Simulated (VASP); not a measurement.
The system is Al3BAs4.

```xyz
8
Lattice="3.7495 0.0000 0.0000 -1.8748 3.2472 0.0000 0.0000 0.0000 12.3245" Properties=species:S:1:pos:R:3 pbc="T T T"
Al    0.0000    2.1648    0.0042
Al    0.0000    2.1648    6.1665
Al    1.8748    1.0824    9.2476
B     1.8748    1.0824    3.0853
As    0.0000    2.1648    2.3128
As    0.0000    2.1648    8.4751
As    1.8748    1.0824    5.3939
As    1.8748    1.0824   11.5562
```

* Program: VASP 6.6.1
* Task: relaxation of cell and atoms
* Functional: PBE
* Potentials or basis: VASP PAW PBE potentials, release 64 (Al, B, As)
* Cutoff: 600 eV
* k mesh: 6 × 6 × 2
* Occupations: gaussian, width 0.1 eV
* Spin: no spin polarisation

At the start: pressure 13.7 GPa; volume 18.76 Å³/atom.

Where does the relaxation end?

Over 12 steps the energy falls by 179.8 meV/atom and the volume is 21.20 Å³/atom (+13.0 %); space group P3m1 (No. 156, to 0.05 Å).

The path:
```tsv
step	energy change (eV)	largest force (eV/Å)	pressure (GPa)	volume (Å³)
1	0.0000	3.0649	13.71	150.06
2	-0.9031	0.7073	-5.75	187.68
3	-1.1595	1.1770	-1.25	173.88
4	-1.1595	1.2045	-1.04	173.38
5	-1.2918	0.7149	-0.51	171.55
6	-1.3673	0.5176	0.63	168.86
7	-1.3682	0.4910	0.47	169.17
8	-1.4167	0.4550	-0.10	170.15
9	-1.4256	0.4182	-0.42	170.76
10	-1.4367	0.1154	0.13	169.35
11	-1.4375	0.0970	0.01	169.64
12	-1.4381	0.0148	0.02	169.60
```

Final structure:
```cif
data_structure
_symmetry_space_group_name_H-M 'P 1'
_symmetry_Int_Tables_number 1
_cell_length_a 3.8864
_cell_length_b 3.8864
_cell_length_c 12.9659
_cell_angle_alpha 90.000
_cell_angle_beta 90.000
_cell_angle_gamma 120.000
_cell_volume 169.60
loop_
_atom_site_label
_atom_site_type_symbol
_atom_site_fract_x
_atom_site_fract_y
_atom_site_fract_z
_atom_site_occupancy
Al1 Al 0.33333 0.66667 0.01178 1
Al2 Al 0.33333 0.66667 0.48964 1
Al3 Al 0.66667 0.33333 0.75065 1
B1 B 0.66667 0.33333 0.25570 1
As1 As 0.33333 0.66667 0.20469 1
As2 As 0.33333 0.66667 0.67991 1
As3 As 0.66667 0.33333 0.41845 1
As4 As 0.66667 0.33333 0.94119 1
```
